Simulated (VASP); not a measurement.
Here is a VASP 6.6.1 calculation.

The input INCAR:

```
SYSTEM = MgO
  PREC = Accurate
  ENCUT = 520
  EDIFF = 1E-6
  ISMEAR = 0
  SIGMA = 0.05
  LREAL = .FALSE.
  LASPH = .TRUE.
  NELM = 60
  ALGO = Normal
  ISIF = 2
  LWAVE = .FALSE.
  LCHARG = .FALSE.
  GGA = PS
  NBANDS = 11
```

Contents of KPOINTS:

```
Automatic mesh
0
G
  10 10 10
  0 0 0
```

File POSCAR:

```
MgO
1.0
    0.0000000000      2.1075959641      2.1075959641
    2.1075959641      0.0000000000      2.1075959641
    2.1075959641      2.1075959641      0.0000000000
Mg O
1 1
Direct
    0.0063090101      0.0063090101     -0.0063090101
    0.4904156203      0.4904156203      0.5095843797
```

Potentials or basis: VASP PAW PBE potentials, release 64 (Mg, O).

The run is started by

```bash
$ cat potpaw_PBE.64/Mg/POTCAR potpaw_PBE.64/O/POTCAR > POTCAR
$ mpirun -np 1 vasp_std > vasp.out
```

Task: What does it give for the band gap on the k mesh?

Result: 4.61 eV, direct.

Task: Predict the pressure.

Result: -0.2 GPa.

Stress tensor (GPa, compression positive):
```
-0.73  0.00  0.00
 0.00 -0.73  0.00
 0.00  0.00  0.88
```

Caveat: the PAW data sets were made with another functional, which shifts forces and pressure a little. PBEsol gaps usually lie below the measured ones, often by a third to a half.
